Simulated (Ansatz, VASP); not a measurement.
## La3Tl in VASP and in Ansatz

Contents of INCAR:

```
SYSTEM = La3Tl
PREC     = Accurate       ! precision mode
ENCUT    = 520            ! plane-wave cutoff, eV
EDIFF    = 1E-8           ! SCF threshold, eV
ISMEAR   = -1             ! smearing method
SIGMA    = 0.08           ! smearing width, eV
LREAL    = .False.        ! projectors in reciprocal space
LASPH    = .True.         ! aspherical terms in the spheres
NELM     = 60             ! most SCF steps
ALGO     = Normal         ! electronic algorithm
ISIF     = 2              ! what is computed and relaxed
LWAVE    = .False.        ! write WAVECAR
LCHARG   = .False.        ! write CHGCAR
LEFG     = .True.       
NBANDS   = 31             ! bands
```

Contents of KPOINTS:

```
Automatic mesh
0
Gamma
  8 8 8
  0 0 0
```

File POSCAR:

```
La3Tl
1.0
    5.1592408815      0.0000000000      0.0000000000
    0.0000000000      5.1592408815      0.0000000000
    0.0000000000      0.0000000000      5.1592408815
La Tl
3 1
Direct
    0.0000000000      0.5000000000      0.5000000000
    0.5000000000      0.0000000000      0.5000000000
    0.5000000000      0.5000000000      0.0000000000
    0.0000000000      0.0000000000      0.0000000000
```

Input for Ansatz:

```yaml
crystal:
  lattice:
    - [5.1592408815, 0.0, 0.0]
    - [0.0, 5.1592408815, 0.0]
    - [0.0, 0.0, 5.1592408815]
  atoms:
    - { symbol: La, position: [0.0, 0.5, 0.5] }
    - { symbol: La, position: [0.5, 0.0, 0.5] }
    - { symbol: La, position: [0.5, 0.5, 0.0] }
    - { symbol: Tl, position: [0.0, 0.0, 0.0] }
kpoints:
  mp_grid: { grid: [8, 8, 8] }
scf:
  occupations: { method: fermi_dirac, width: 0.08 }
hamiltonian:
  xc: lda
  pseudopotentials: { kind: paw }
output:
  forces: true
  stress: true
  eigenvalues: true
  efg: { contact_densities: true }
```

Change from the starting cell: volume scaled by 1.06, PAW files.

Alike in both runs: task electric field gradients; functional LDA; k mesh 8 × 8 × 8; occupations fermi-dirac, width 0.08 eV; no spin polarisation.

```csv
,VASP,Ansatz
version,VASP 6.6.1,Ansatz 0.2.0
potentials or method,"VASP PAW LDA potentials, release 64 (La, Tl_d)","PAW with Ansatz's default frozen-core files, scalar-relativistic"
plane-wave cutoff (eV),520,420
valence electrons in the cell,46,46
```

```csv
,VASP,Ansatz,Ansatz less VASP
pressure (GPa),-5.3,-5.3,+0.03
size of Vzz on the site where it differs most (V/Å²),107.8,99.6,-8.12
```

LDA's correlation is that of Perdew and Zunger in VASP and of Perdew and Wang (1992) in Ansatz.

Spin-orbit coupling is off throughout.
